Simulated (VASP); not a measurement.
Fe: single point with PBE

The system is Fe.

```
Fe
1.0
     4.34112    0.00000    0.00000
    -2.17056    3.75952    0.00000
     0.00000    0.00000    2.47021
Fe
3
Direct
  0.00000 0.00000 0.00000
  0.33333 0.66667 0.50000
  0.66667 0.33333 0.50000
```

This isn't the form of Fe at room conditions, which is bcc.

```json
{
 "Program": "VASP 6.6.1",
 "Task": "single point",
 "Functional": "PBE",
 "Potentials or basis": "VASP PAW PBE potentials, release 64 (Fe)",
 "Cutoff": "520 eV",
 "k mesh": "10 × 10 × 15",
 "Occupations": "fermi-dirac, width 0.05 eV",
 "Spin": "collinear spin, ferromagnetic start",
 "Starting moments": "[2.589, 2.429, 2.429] μB",
 "Dipole correction": "no",
 "Further INCAR settings": "ALGO = Normal; EDIFF = 1e-06; NBANDS = 23"
}
```

```json
{
 "Pressure": "-12.9 GPa",
 "Net moment": "8.13 μB per cell",
 "Site moments": "Fe +2.74, +2.72 (each value once) μB",
 "Valence electrons inside the program's atomic spheres": "Fe 6.94, 7.01 (each value once)"
}
```

Stress tensor (GPa, compression positive):
```
-13.00   0.00   0.00
  0.00 -13.00   0.00
  0.00   0.00 -12.69
```

Levels at points of the mesh, in eV from the Fermi level:
Spin up:
```
           k point  band 13  band 14  band 15  band 16  band 17  band 18  band 19  band 20
(0.00, 0.00, 0.00)    -1.70    -1.70    -0.90    -0.90     4.89     4.89     4.92     4.92
(0.50, 0.00, 0.00)    -1.14    -1.12    -1.11    -0.96    -0.83    -0.19     5.01    12.95
```
Spin down:
| k point | band 4 | band 5 | band 6 | band 7 | band 8 | band 9 | band 10 | band 11 | band 12 | band 13 |
| --- | --- | --- | --- | --- | --- | --- | --- | --- | --- | --- |
| (0.00, 0.00, 0.00) | -1.42 | -1.40 | -1.40 | -1.33 | -0.70 | 0.29 | 0.29 | 1.34 | 1.34 | 1.38 |
| (0.50, 0.00, 0.00) | -1.31 | -1.29 | -0.99 | -0.74 | -0.59 | -0.08 | 0.88 | 1.37 | 1.42 | 1.47 |

Run time: 69 s on 1 thread of Intel(R) Xeon(R) 6975P-C (Granite Rapids), on a shared host, peak memory 0.26 GiB.

Caveat: the cell stands under tension.
